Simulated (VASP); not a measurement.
**NaMgF3: single point with LDA**

Crystal: NaMgF3.

```
Na Mg F
1.0
     3.95084    0.00000    0.00000
     0.00000    3.95084    0.00000
     0.00000    0.00000    3.95084
Na Mg F
1 1 3
Direct
  0.00000 0.00000 0.00000
  0.50000 0.50000 0.48102
  0.50000 0.50000 0.00000
  0.50000 0.00000 0.50000
  0.00000 0.50000 0.50000
```

This cell differs from its parent crystal: all Mg atoms moved +0.075 Å, as atom 2 towards its neighbour atom 3 (F) at 1.975 Å.

```
Program                : VASP 6.6.1
Task                   : single point
Functional             : LDA
Potentials or basis    : VASP PAW LDA potentials, release 64 (Na_pv, Mg, F)
Cutoff                 : 520 eV
k mesh                 : 6 × 6 × 6
Occupations            : gaussian, width 0.05 eV
Spin                   : no spin polarisation
Dipole correction      : no
Further INCAR settings : ALGO = Normal; EDIFF = 1e-06; NBANDS = 23
```

```json
{"Pressure": "-7.2 GPa", "Largest force": "0.761 eV/Å", "Band gap on the k mesh": "5.60 eV, indirect (least direct gap 6.06 eV)"}
```

Forces on the atoms (eV/Å):
```
Na   0.000  0.000 -0.074
Mg   0.000  0.000  0.761
F    0.000  0.000 -0.548
F    0.000  0.000 -0.070
F    0.000  0.000 -0.070
```

Stress tensor (GPa, compression positive):
```
-7.44  0.00  0.00
 0.00 -7.44  0.00
 0.00  0.00 -6.61
```

Levels at points of the mesh, in eV from the valence-band top:
```tsv
k point	band 13	band 14	band 15	band 16	band 17	band 18
(0.00, 0.00, 0.00)	-0.46	-0.46	-0.46	5.60	12.82	13.08
(0.50, 0.00, 0.00)	-0.86	-0.54	-0.53	8.55	8.94	14.39
(0.00, 0.00, 0.50)	-0.86	-0.52	-0.52	8.55	8.95	14.39
(0.50, 0.50, 0.00)	-1.04	-1.04	-0.01	10.12	10.71	10.71
(0.00, 0.50, 0.50)	-1.06	-1.04	-0.02	10.11	10.71	10.73
(0.50, 0.50, 0.50)	-0.01	-0.01	0.00	9.91	12.41	12.41
```

Wall time 19 s on 1 thread of Intel(R) Xeon(R) 6975P-C (Granite Rapids), on a shared host, peak memory 0.17 GiB.

Caveat: the cell differs from its parent crystal (all Mg atoms moved +0.075 Å, as atom 2 towards its neighbour atom 3 (F) at 1.975 Å). A k mesh can miss the band edges.
